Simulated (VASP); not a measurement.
# VH2 (I4/mmm) in VASP: notebook, part 2 of 3

VASP 6.6.1.

### Step 3. Single point, r2SCAN (biaxial strain in the a-b plane: -3.0 %, then relaxed in part)

Input file POSCAR:

```
VH2
1.0
    2.0309417298      2.0309417298      0.0000000000
   -2.0309417298      2.0309417298      0.0000000000
    0.0000000000      0.0000000000      4.2922068061
V H
2 4
Direct
    0.0000000000      0.0000000000      0.0000000000
    0.5000000000      0.5000000000      0.5000000000
    0.0000000000      0.5000000000      0.7500000000
    0.5000000000      0.0000000000      0.7500000000
    0.5000000000      0.0000000000      0.2500000000
    0.0000000000      0.5000000000      0.2500000000
```

Input file INCAR.step1:

```
ALGO = Normal ; EDIFF = 1E-4
ENCUT = 520 ; GGA = PE
ISMEAR = 0 ; LASPH = T
LCHARG = F ; LREAL = F
LWAVE = T ; NBANDS = 24
NELM = 60 ; PREC = Accurate
SIGMA = 0.1
```

Input file INCAR.step2:

```
ALGO = Normal ; EDIFF = 1E-6
ENCUT = 520 ; ISIF = 2
ISMEAR = 0 ; ISTART = 1
LASPH = T ; LCHARG = F
LMIXTAU = T ; LREAL = F
LWAVE = F ; METAGGA = R2SCAN
NBANDS = 24 ; NELM = 60
PREC = Accurate ; SIGMA = 0.1
```

Input file KPOINTS:

```
k-points
0
Gamma
  12 12 8
```

Potentials or basis: VASP PAW PBE potentials, release 64 (V_sv, H).

Started as:

```
> cat potpaw_PBE.64/V_sv/POTCAR potpaw_PBE.64/H/POTCAR > POTCAR
> cp INCAR.step1 INCAR
> mpirun -np 1 vasp_std > vasp.out
> cp INCAR.step2 INCAR
> mpirun -np 1 vasp_std > vasp.out
```

OUTCAR:

```text
EDIFF = 1E-6
   ENCUT = 520
   ISIF = 2
   ISMEAR = 0
   ISTART = 1
   LASPH = T
   LREAL = F
   METAGGA = R2SCAN
   NELM = 60
   PREC = Accurate

 ion  position               nearest neighbor table
   1  0.000  0.000  0.000-   3 1.79   4 1.79   5 1.79   6 1.79   3 1.79   6 1.79   4 1.79   5 1.79

   2  0.500  0.500  0.500-   3 1.79   4 1.79   5 1.79   6 1.79   4 1.79   5 1.79   3 1.79   6 1.79

   3  0.000  0.500  0.750-   1 1.79   2 1.79   1 1.79   2 1.79
   4  0.500  0.000  0.750-   1 1.79   2 1.79   2 1.79   1 1.79
   5  0.500  0.000  0.250-   1 1.79   2 1.79   2 1.79   1 1.79
   6  0.000  0.500  0.250-   1 1.79   2 1.79   1 1.79   2 1.79

  LATTYP: Found a simple tetragonal cell.
 ALAT       =     2.8721853387
 C/A-ratio  =     1.4944045387

  Lattice vectors:

 A1 = (   2.0309417298,   2.0309417298,   0.0000000000)
 A2 = (  -2.0309417298,   2.0309417298,   0.0000000000)
 A3 = (   0.0000000000,   0.0000000000,   4.2922068061)

Analysis of symmetry for initial positions (statically):
=====================================================================
 Subroutine PRICEL returns following result:

  LATTYP: Found a body centered tetragonal cell.
 ALAT       =     2.8721853387
 C/A-ratio  =     1.4944045387

  Lattice vectors:

 A1 = (   2.0309417298,   0.0000000000,  -2.1461034031)
 A2 = (  -2.0309417298,   0.0000000000,  -2.1461034031)
 A3 = (   0.0000000000,   2.0309417298,   2.1461034031)

   2 primitive cells build up your supercell.

 Routine SETGRP: Setting up the symmetry group for a
 simple tetragonal supercell.

 Subroutine GETGRP returns: Found 16 space group operations
 (whereof 16 operations were pure point group operations)
 out of a pool of 16 trial point group operations.

The static configuration has the point symmetry D_4h.

Analysis of symmetry for dynamics (positions and initial velocities):
=====================================================================
 Subroutine PRICEL returns following result:

  LATTYP: Found a body centered tetragonal cell.
 ALAT       =     2.8721853387
 C/A-ratio  =     1.4944045387

  Lattice vectors:

 A1 = (   2.0309417298,   0.0000000000,  -2.1461034031)
 A2 = (  -2.0309417298,   0.0000000000,  -2.1461034031)
 A3 = (   0.0000000000,   2.0309417298,   2.1461034031)

   2 primitive cells build up your supercell.

 Routine SETGRP: Setting up the symmetry group for a
 simple tetragonal supercell.

 Subroutine GETGRP returns: Found 16 space group operations
 (whereof 16 operations were pure point group operations)
 out of a pool of 16 trial point group operations.

The dynamic configuration has the point symmetry D_4h.

 Subroutine INISYM returns: Found 16 space group operations
 (whereof 16 operations are pure point group operations),
 and found     2 'primitive' translations

----------------------------------------------------------------------------------------

                                     Primitive cell

[... 41 lines left out ...]

 Subroutine IBZKPT returns following result:
 ===========================================

 Found    140 irreducible k-points:

 Following reciprocal coordinates:
            Coordinates               Weight
  0.000000  0.000000  0.000000      1.000000
  0.083333  0.000000  0.000000      4.000000
  0.166667  0.000000  0.000000      4.000000
  0.250000  0.000000  0.000000      4.000000
  0.333333  0.000000  0.000000      4.000000
  0.416667  0.000000  0.000000      4.000000
[... 16 lines left out ...]
  0.333333  0.333333  0.000000      4.000000
  0.416667  0.333333  0.000000      8.000000
 [... further k-points ...]
   k-points           NKPTS =    140   k-points in BZ     NKDIM =    140   number of bands    NBANDS=     24
   number of dos      NEDOS =    301   number of ions     NIONS =      6
   total plane-waves  NPLWV =  18432
   dimension x,y,z NGX =    24 NGY =   24 NGZ =   32
   dimension x,y,z NGXF=    48 NGYF=   48 NGZF=   64
   ions per type =               2   4
   NGX,Y,Z   is equivalent  to a cutoff of  13.89, 13.89, 12.39 a.u.
   NGXF,Y,Z  is equivalent  to a cutoff of  27.78, 27.78, 24.79 a.u.
 SYSTEM =  unknown system
   PREC   = accura    normal or accurate (medium, high low for compatibility)
   ISTART =      1    job   : 0-new  1-cont  2-samecut
   ICHARG =      0    charge: 1-file 2-atom 10-const
   ISPIN  =      1    spin polarized calculation?
   LNONCOLLINEAR =      F non collinear calculations
   LSORBIT =      F    spin-orbit coupling
   LASPH  =      T    aspherical Exc in radial PAW
   ENCUT  =  520.0 eV  38.22 Ry    6.18 a.u.   5.34  5.34  7.98*2*pi/ulx,y,z
   NELM   =     60;   NELMIN=  2; NELMDL=  0     # of ELM steps
   EDIFF  = 0.1E-05   stopping-criterion for ELM
   LREAL  =      F    real-space projection
   EDIFFG = 0.1E-04   stopping-criterion for IOM
   NSW    =      0    number of steps for IOM
   IBRION =     -1    ionic relax: 0-MD 1-quasi-New 2-CG
   NFREE  =      0    steps in history (QN), initial steepest desc. (CG)
   ISIF   =      2    stress and relaxation
   ISYM   =      2    0-nonsym 1-usesym 2-fastsym
   POTIM  = 0.5000    time-step for ionic-motion
   TEBEG  =    0.0;   TEEND  =   0.0 temperature during run
   PSTRESS=    0.0 pullay stress
   NELECT =      30.0000    total number of electrons
   NUPDOWN=      -1.0000    fix difference up-down
   EMIN   =  10.00;   EMAX   =-10.00  energy-range for DOS
   EFERMI =   0.00;   METHOD = LEGACY
   ISMEAR =     0;   SIGMA  =   0.10  broadening in eV -4-tet -1-fermi 0-gaus
   EFERMI_NEDOS =   21; number of points for ismear=-14 and -15
   IALGO  =     38    algorithm
   IMIX   =      4    mixing-type and parameters
     AMIX     =   0.40;   BMIX     =  1.00
     AMIX_MAG =   1.60;   BMIX_MAG =  1.00
  volume/ion in A,a.u.               =       5.90        39.82
  Fermi-wavevector in a.u.,A,eV,Ry     =   1.549102  2.927379 32.650139  2.399718
  Thomas-Fermi vector in A             =   2.653957
   LORBIT       =      0    0 simple, 1 ext, 2 COOP (PROOUT), +10 PAW based schemes
   METAGGA = R2SCAN    functional components
   LHFCALC =     F    Hartree Fock is set to
   AEXX    =    0.0000 exact exchange contribution
   IVDW    =     0    specifies the selected vdW correction
   LEPSILON=     F    determine dielectric tensor
   LRPA    =     F    only Hartree local field effects (RPA)
 non-spin polarized calculation
 Gauss-broadening in eV      SIGMA  =   0.10
  energy-cutoff  :      520.00
  volume of cell :       35.41
 maximum number of plane-waves:       976
 NGX is ok and might be reduce to    24
   NGX = 11   NGY = 11   NGZ = 15

 number of electron      29.9999979 magnetization

 Free energy of the ion-electron system (eV)
  ---------------------------------------------------
  ext. energy  EPLUGINS =         0.00000000
  ---------------------------------------------------
  free energy    TOTEN  =       -43.40339793 eV

  energy without entropy =      -43.38977267  energy(sigma->0) =      -43.39658530

 E-fermi :   9.2606     XC(G=0): -13.5689

 val. band max:        9.2556515411   @ k =   0.3333   0.0000   0.2500
 cond. band min:       9.2641349675   @ k =   0.2500   0.0833   0.3750
 fundamental gap:      0.0084834264
 Fermi energy:         9.2606409974

 k-point     1 :       0.0000    0.0000    0.0000
  band No.  band energies     occupation
      1     -57.9637      2.00000
      2     -57.8746      2.00000
      3     -30.9654      2.00000
      4     -30.6050      2.00000
      5     -30.6050      2.00000
      6     -30.5040      2.00000
[... 637 lines left out ...]
     23      16.9849      0.00000
     24      17.7129      0.00000

 [... further k-points ...]

------------------------ aborting loop because EDIFF is reached ----------------------------------------

  FORCE on cell =-STRESS in cart. coord.  units (eV):
  Direction    XX          YY          ZZ          XY          YZ          ZX
  --------------------------------------------------------------------------------------
  -------------------------------------------------------------------------------------
  Total        2.4986319      2.4986319      0.1068718      0.0000000      0.0000000      0.0000000
  in kB      113.0595608    113.0595608      4.8357999      0.0000000      0.0000000      0.0000000
  external PRESSURE =      76.9849739 kB  Pullay stress =       0.0000000 kB

 VOLUME and BASIS-vectors are now :
 -----------------------------------------------------------------------------
  energy-cutoff  :      520.00
  volume of cell :       35.41
      direct lattice vectors                 reciprocal lattice vectors
     2.030941730  2.030941730  0.000000000     0.246191209  0.246191209  0.000000000
    -2.030941730  2.030941730  0.000000000    -0.246191209  0.246191209  0.000000000
     0.000000000  0.000000000  4.292206806     0.000000000  0.000000000  0.232980386

 POSITION                                       TOTAL-FORCE (eV/Angst)
 -----------------------------------------------------------------------------------
      0.00000      0.00000      0.00000         0.000000     -0.000000     -0.000000
      0.00000      2.03094      2.14610        -0.000000     -0.000000      0.000000
     -1.01547      1.01547      3.21916        -0.000000     -0.000000     -0.000000
      1.01547      1.01547      3.21916         0.000000      0.000000     -0.000000
      1.01547      1.01547      1.07305        -0.000000      0.000000     -0.000000
     -1.01547      1.01547      1.07305         0.000000      0.000000     -0.000000
 -----------------------------------------------------------------------------------
    total drift:                               -0.000000      0.000000     -0.000000

  FREE ENERGIE OF THE ION-ELECTRON SYSTEM (eV)
  ---------------------------------------------------
  free  energy   TOTEN  =       -43.4033979313 eV

  energy  without entropy=      -43.3897726732  energy(sigma->0) =      -43.39658530
```

Run time: 1.9 min. Hardware: 1 thread of Intel Xeon 6975P-C (Granite Rapids), shared host; peak memory 0.22 GiB.

What came out:

* Free energy: -43.4034 eV
* Pressure: 7.7 GPa
* Band gap on the k mesh: zero (bands 15 and 16 overlap by 2.62 eV)

Stress tensor (GPa, compression positive):
```
11.31  0.00  0.00
 0.00 11.31  0.00
 0.00  0.00  0.48
```

Levels at points of the mesh, in eV from the Fermi level:
| k point | band 11 | band 12 | band 13 | band 14 | band 15 | band 16 | band 17 | band 18 | band 19 | band 20 |
| --- | --- | --- | --- | --- | --- | --- | --- | --- | --- | --- |
| (0.00, 0.00, 0.00) | -6.88 | -4.14 | -1.35 | -0.97 | -0.97 | 0.58 | 0.94 | 1.10 | 1.86 | 1.86 |
| (0.50, 0.00, 0.00) | -6.50 | -6.50 | -1.75 | -1.75 | 0.20 | 0.20 | 0.53 | 0.53 | 2.49 | 2.49 |
| (0.50, 0.50, 0.00) | -6.00 | -6.00 | -4.06 | -4.06 | 1.69 | 1.69 | 1.78 | 1.78 | 2.04 | 2.04 |
| (0.00, 0.00, 0.50) | -5.26 | -5.26 | -1.21 | -1.21 | 0.12 | 0.12 | 0.12 | 0.12 | 1.48 | 1.48 |
| (0.50, 0.00, 0.50) | -6.29 | -6.29 | -1.20 | -1.20 | -0.72 | -0.72 | 1.66 | 1.66 | 1.80 | 1.80 |
| (0.50, 0.50, 0.50) | -6.84 | -6.84 | -3.11 | -3.11 | 0.23 | 0.23 | 2.05 | 2.05 | 3.83 | 3.83 |

Caveat: the cell differs from its parent crystal (biaxial strain in the a-b plane: -3.0 %, then relaxed in part); the stress differs along the axes, from 0 to 11 GPa; the PAW data sets were made with another functional, which shifts forces and pressure a little.

[end of part 2 of 3]

The gap in the log of VASP goes by the Fermi energy; the results here count the filled bands.